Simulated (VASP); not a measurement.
Set up this calculation in VASP 6.6.1, as the native input.

```
Task                   : single point
Functional             : PBEsol
Dispersion             : D3(BJ)
Potentials or basis    : VASP PAW PBE potentials, release 64 (Al)
Cutoff                 : 520 eV
k mesh                 : 7 × 7 × 7
Occupations            : methfessel-paxton, width 0.1 eV
Spin                   : no spin polarisation
Dipole correction      : no
Further INCAR settings : ALGO = Normal; EDIFF = 1e-07; NBANDS = 8
```

The structure of Al lies in POSCAR:

```
Al
1.0
    3.3703490000      0.0000000000      0.0000000000
    0.0000000000      3.3703490000      0.0000000000
    0.0000000000      0.0000000000      3.3703490000
Al
1
Direct
    0.0000000000      0.0000000000      0.0000000000
```

The input as run:

INCAR

```
ALGO = Normal
EDIFF = 1E-7
ENCUT = 520
GGA = PS
ISIF = 2
ISMEAR = 1
IVDW = 12
LASPH = T
LCHARG = F
LREAL = F
LWAVE = F
NBANDS = 8
NELM = 80
PREC = Accurate
SIGMA = 0.1
```

KPOINTS

```
k-points
0
Gamma
  7 7 7
```

Potentials or basis: VASP PAW PBE potentials, release 64 (Al).

The run is started by

```bash
$ cat potpaw_PBE.64/Al/POTCAR > POTCAR
$ mpirun -np 1 vasp_std > vasp.out
```

Results of the run:

```
Pressure                   : -9.3 GPa
Dispersion energy per atom : -0.382 eV
```

Caveat: the PAW data sets were made with another functional, which shifts forces and pressure a little; pairwise dispersion overbinds metals, which lowers pressure and volume.

It took 4.1 s on 1 thread of Intel(R) Xeon(R) Platinum 8559C (Emerald Rapids) (shared host), peak memory 0.15 GiB.
